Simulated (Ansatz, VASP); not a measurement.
**Pt in VASP and in Ansatz**

```
Pt
1.0
     2.78213    0.00000    0.00000
    -1.39107    2.40940    0.00000
     0.00000    0.00000    4.78785
Pt
2
Direct
  0.33333 0.66667 0.25000
  0.66667 0.33333 0.75000
```

Alike in both runs: task single point; functional RPBE; k mesh 15 × 15 × 8; occupations fermi-dirac, width 0.1 eV; no spin polarisation.

|  | VASP | Ansatz |
| --- | --- | --- |
| version | VASP 6.6.1 | Ansatz 0.2.0 |
| potentials or method | VASP PAW PBE potentials, release 64 (Pt), cutoff 520 eV | plane waves (420 eV) with PAW, scalar-relativistic |
| valence electrons in the cell | 20 | 36 |

```tsv
	VASP	Ansatz	Ansatz less VASP
pressure (GPa)	-0.4	0.1	+0.49
traceless stress, the component that is largest in VASP (GPa)	0.07	0.14	+0.067
```

VASP's potentials were made for PBE, not for RPBE. With one functional, cell and mesh, what is left measures potentials, basis and numerics. VASP's potentials hold 20 valence electrons a cell and Ansatz's 36, so a difference there can come from the potentials and not from the codes.

Neither program's run includes spin-orbit coupling.
